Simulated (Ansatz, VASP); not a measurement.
## SnO in VASP and in Ansatz

File INCAR:

```
ALGO = Normal
EDIFF = 1E-6
ENCUT = 520
GGA = PE
ISIF = 2
ISMEAR = 0
IVDW = 12
LASPH = True
LCHARG = False
LREAL = False
LWAVE = False
NBANDS = 28
NELM = 80
PREC = Accurate
SIGMA = 0.15
```

The input KPOINTS:

```
k-points
0
Gamma
  12 12 10
```

POSCAR

```
SnO
1.0
    3.8370963224      0.0000000000      0.0000000000
    0.0000000000      3.8370963224      0.0000000000
    0.0000000000      0.0000000000      4.7621285948
Sn O
2 2
Direct
    0.0230352173      0.5230352173      0.2432422113
    0.4769647827     -0.0230352173      0.7567577887
   -0.0031378378      0.0031378378      0.0000000000
    0.5031378378      0.4968621622      0.0000000000
```

Input for Ansatz:

```yaml
crystal:
  lattice:
    - [3.8370963224, 0.0, 0.0]
    - [0.0, 3.8370963224, 0.0]
    - [0.0, 0.0, 4.7621285948]
  atoms:
    - { symbol: Sn, position: [0.0230352173, 0.5230352173, 0.2432422113] }
    - { symbol: Sn, position: [0.4769647827, -0.0230352173, 0.7567577887] }
    - { symbol: O, position: [-0.0031378378, 0.0031378378, 0.0] }
    - { symbol: O, position: [0.5031378378, 0.4968621622, 0.0] }
basis:
  ecutwfc: 420
kpoints:
  mp_grid: { grid: [12, 12, 10] }
hamiltonian:
  xc: pbe
  dispersion: d3bj
scf:
  occupations: { method: gaussian, width: 0.15 }
output:
  forces: true
  stress: true
  eigenvalues: true
```

Change from the starting cell: mode 4 (110.2 1/cm) frozen in, largest displacement +0.125 Å.

Alike in both runs: task single point; functional PBE; dispersion D3(BJ); k mesh 12 × 12 × 10; occupations gaussian, width 0.15 eV; no spin polarisation.

```csv
,VASP,Ansatz
version,VASP 6.6.1,Ansatz 0.2.0
potentials or method,"VASP PAW PBE potentials, release 64 (Sn_d, O), cutoff 520 eV","scalar-relativistic, plane waves, PAW"
valence electrons in the cell,40,40
```

Ansatz gave:

- gap on the k mesh at the Fermi level (eV): none
- pressure (GPa): 0.7
- traceless stress, the component that is largest in VASP (GPa): -1.88
- rms of the force components (eV/Å): 0.280

Task: Estimate VASP's values.

Result: gap on the k mesh at the Fermi level (eV): none; pressure (GPa): 0.9; traceless stress, the component that is largest in VASP (GPa): -1.96; rms of the force components (eV/Å): 0.296.

Atom by atom the forces differ by 0.035 eV/Å (rms over components). A gap of «none» marks a metal or a gap that the smearing closes.
